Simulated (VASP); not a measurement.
# Al3InAs4 (P-43m) in VASP: a series of runs, part 2 of 2

VASP 6.6.1. Earlier steps stand in the parts before.

## Step 3: Single point, PBE

This run uses another cell than the first one, of 24.84 Å³/atom, 1.031 times its volume.

The input, INCAR:

```
SYSTEM = Al3InAs4
  PREC = Accurate
  ENCUT = 520
  EDIFF = 1E-6
  ISMEAR = 0
  SIGMA = 0.02
  LREAL = .False.
  LASPH = .True.
  NELM = 100
  ALGO = Normal
  ISIF = 2
  LWAVE = .False.
  LCHARG = .False.
  GGA = PE
  NBANDS = 31
```

The input, KPOINTS:

```
Automatic mesh
0
Gamma
  6 6 6
  0 0 0
```

The input, POSCAR:

```
Al3InAs4
1.0
    5.8354873000      0.0000000000      0.0000000000
    0.0000000000      5.8354873000      0.0000000000
    0.0000000000      0.0000000000      5.8354873000
Al In As
3 1 4
Direct
    0.5000000000      0.0000000000      0.0000000000
    0.0000000000      0.0000000000      0.5000000000
    0.0000000000      0.5000000000      0.0000000000
    0.5000000000      0.5000000000      0.5000000000
    0.7606310000      0.2393690000      0.7606310000
    0.7606310000      0.7606310000      0.2393690000
    0.2393690000      0.2393690000      0.2393690000
    0.2393690000      0.7606310000      0.7606310000
```

Potentials or basis: VASP PAW PBE potentials, release 64 (Al, In_d, As).

Command:

```sh
$ cat potpaw_PBE.64/Al/POTCAR potpaw_PBE.64/In_d/POTCAR potpaw_PBE.64/As/POTCAR > POTCAR
$ mpirun -np 1 vasp_std > vasp.out
```

OUTCAR:

```text
SYSTEM = Al3InAs4
   PREC = Accurate
   ENCUT = 520
   EDIFF = 1E-6
   ISMEAR = 0
   LREAL = .False.
   LASPH = .True.
   NELM = 100
   ISIF = 2
   GGA = PE

 ion  position               nearest neighbor table
   1  0.500  0.000  0.000-   5 2.49   6 2.49   7 2.49   8 2.49
   2  0.000  0.000  0.500-   5 2.49   6 2.49   7 2.49   8 2.49
   3  0.000  0.500  0.000-   5 2.49   6 2.49   7 2.49   8 2.49
   4  0.500  0.500  0.500-   5 2.63   6 2.63   7 2.63   8 2.63
   5  0.761  0.239  0.761-   1 2.49   2 2.49   3 2.49   4 2.63
   6  0.761  0.761  0.239-   1 2.49   2 2.49   3 2.49   4 2.63
   7  0.239  0.239  0.239-   1 2.49   2 2.49   3 2.49   4 2.63
   8  0.239  0.761  0.761-   1 2.49   2 2.49   3 2.49   4 2.63

  LATTYP: Found a simple cubic cell.
 ALAT       =     5.8354873000

  Lattice vectors:

 A1 = (   5.8354873000,   0.0000000000,   0.0000000000)
 A2 = (   0.0000000000,   5.8354873000,   0.0000000000)
 A3 = (   0.0000000000,   0.0000000000,   5.8354873000)

Analysis of symmetry for initial positions (statically):
=====================================================================
 Subroutine PRICEL returns:
 Original cell was already a primitive cell.
[... 187 lines left out ...]
      1     -10.2881      2.00000
      2     -10.2881      2.00000
      3     -10.2881      2.00000
      4     -10.1677      2.00000
      5     -10.1677      2.00000
      6      -7.9112      2.00000
[... 669 lines left out ...]
     30       8.4297      0.00000
     31       8.4297      0.00000

------------------------ aborting loop because EDIFF is reached ----------------------------------------

  FORCE on cell =-STRESS in cart. coord.  units (eV):
  Direction    XX          YY          ZZ          XY          YZ          ZX
  --------------------------------------------------------------------------------------
  -------------------------------------------------------------------------------------
  Total        0.1714493      0.1714493      0.1714493     -0.0000000     -0.0000000      0.0000000
  in kB        1.3823402      1.3823402      1.3823402     -0.0000000     -0.0000000      0.0000000
  external PRESSURE =       1.3823402 kB  Pullay stress =       0.0000000 kB

 VOLUME and BASIS-vectors are now :
 -----------------------------------------------------------------------------
  energy-cutoff  :      520.00
  volume of cell :      198.72
      direct lattice vectors                 reciprocal lattice vectors
     5.835487300  0.000000000  0.000000000     0.171365295  0.000000000  0.000000000
     0.000000000  5.835487300  0.000000000     0.000000000  0.171365295  0.000000000
     0.000000000  0.000000000  5.835487300     0.000000000  0.000000000  0.171365295

 POSITION                                       TOTAL-FORCE (eV/Angst)
 -----------------------------------------------------------------------------------
      2.91774      0.00000      0.00000         0.000000     -0.000000      0.000000
      0.00000      0.00000      2.91774         0.000000      0.000000      0.000000
      0.00000      2.91774      0.00000         0.000000      0.000000      0.000000
      2.91774      2.91774      2.91774         0.000000      0.000000      0.000000
      4.43865      1.39683      4.43865         0.004431     -0.004431      0.004431
      4.43865      4.43865      1.39683         0.004431      0.004431     -0.004431
      1.39683      1.39683      1.39683        -0.004431     -0.004431     -0.004431
      1.39683      4.43865      4.43865        -0.004431      0.004431      0.004431
 -----------------------------------------------------------------------------------
    total drift:                                0.000000      0.000000     -0.000000

  FREE ENERGIE OF THE ION-ELECTRON SYSTEM (eV)
  ---------------------------------------------------
  free  energy   TOTEN  =       -35.7891901874 eV

  energy  without entropy=      -35.7891901874  energy(sigma->0) =      -35.78919019
```

It took 2.4 min on 1 thread of Intel Xeon 6975P-C, shared host; peak memory 0.4 GiB.

Results:

- Free energy: -35.7892 eV
- Pressure: 0.1 GPa
- Largest force: 0.008 eV/Å
- Band gap on the k mesh: 1.16 eV, direct

Forces in eV/Å, atoms in the order of the input:
```
Al   0.000  0.000  0.000
Al   0.000  0.000  0.000
Al   0.000  0.000  0.000
In   0.000  0.000  0.000
As   0.004 -0.004  0.004
As   0.004  0.004 -0.004
As  -0.004 -0.004 -0.004
As  -0.004  0.004  0.004
```

Levels at points of the mesh, in eV from the valence-band top:
```csv
k point,band 17,band 18,band 19,band 20,band 21,band 22,band 23,band 24,band 25,band 26
"(0.00, 0.00, 0.00)",-2.04,-2.04,0.00,0.00,0.00,1.16,1.63,1.63,1.63,1.68
"(0.50, 0.00, 0.00)",-2.71,-1.44,-1.44,-1.07,-1.07,2.38,2.63,3.28,3.44,4.28
"(0.50, 0.50, 0.00)",-2.64,-1.22,-0.87,-0.69,-0.69,2.96,2.96,3.08,3.56,5.26
"(0.50, 0.50, 0.50)",-0.95,-0.95,-0.51,-0.51,-0.51,1.43,1.79,1.79,1.79,4.38
```

Caveat: spin-orbit coupling is left out, which moves the levels of the heavy elements. A k mesh can miss the band edges.

## Step 4: Single point, PBE (volume scaled by 1.03, then relaxed in part)

The input, INCAR:

```
PREC = Accurate
ENCUT = 520
EDIFF = 1E-6
ISMEAR = 0
SIGMA = 0.02
LREAL = F
LASPH = T
NELM = 100
ALGO = Normal
ISIF = 2
LWAVE = F
LCHARG = F
GGA = PE
NBANDS = 31
```

The input, KPOINTS:

```
Automatic mesh
0
Gamma
  6 6 6
```

Changes to POSCAR since step 3:

```diff
@@ -2,5 +2,5 @@
 1.0
-    5.8354873000      0.0000000000      0.0000000000
-    0.0000000000      5.8354873000      0.0000000000
-    0.0000000000      0.0000000000      5.8354873000
+    5.8932681597      0.0000000000      0.0000000000
+    0.0000000000      5.8932681597      0.0000000000
+    0.0000000000      0.0000000000      5.8932681597
 Al In As
```

Command:

```sh
$ cat potpaw_PBE.64/Al/POTCAR potpaw_PBE.64/In_d/POTCAR potpaw_PBE.64/As/POTCAR > POTCAR
$ mpirun -np 1 vasp_std > vasp.out
```

Wall time 2.3 min (1 thread of Intel Xeon 6975P-C, shared host); peak memory 0.4 GiB.

It converged, with:

```
Free energy            : -35.7614 eV
Pressure               : -1.6 GPa
Largest force          : 0.011 eV/Å
Band gap on the k mesh : 0.96 eV, direct
```

Forces in eV/Å, atoms in the order of the input:
```
Al   0.000  0.000  0.000
Al   0.000  0.000  0.000
Al   0.000  0.000  0.000
In   0.000  0.000  0.000
As  -0.006  0.006 -0.006
As  -0.006 -0.006  0.006
As   0.006  0.006  0.006
As   0.006 -0.006 -0.006
```

Levels at points of the mesh, in eV from the valence-band top:
```
           k point  band 17  band 18  band 19  band 20  band 21  band 22  band 23  band 24  band 25  band 26
(0.00, 0.00, 0.00)    -1.98    -1.98     0.00     0.00     0.00     0.96     1.66     1.66     1.66     1.66
(0.50, 0.00, 0.00)    -2.61    -1.39    -1.39    -1.03    -1.03     2.38     2.62     3.19     3.34     4.26
(0.50, 0.50, 0.00)    -2.56    -1.19    -0.85    -0.67    -0.67     2.89     2.89     2.98     3.49     5.17
(0.50, 0.50, 0.50)    -0.93    -0.93    -0.49    -0.49    -0.49     1.33     1.68     1.68     1.68     4.36
```

Caveat: the cell differs from its parent crystal (volume scaled by 1.03, then relaxed in part); spin-orbit coupling is left out, which moves the levels of the heavy elements.

## Step 5: Overview

```csv
cell,gap on the mesh (eV),pressure (GPa),largest force (eV/Å)
"a = 5.777 Å, 8 atoms",1.38,2.2,-
"a = 5.835 Å, 8 atoms",1.16,0.1,0.01
"a = 5.893 Å, 8 atoms",0.96,-1.6,0.01
```

Alike in all rows: task single point; level PBE; potentials or basis VASP PAW PBE potentials, release 64 (Al, In_d, As); no spin polarisation; k mesh 6 × 6 × 6; cutoff (eV) 520; smearing gaussian 0.02 eV.

Caveats: spin-orbit coupling is left out, which moves the levels of the heavy elements.

Total energies depend on the potentials used, so only differences within one code and one set of settings carry meaning.
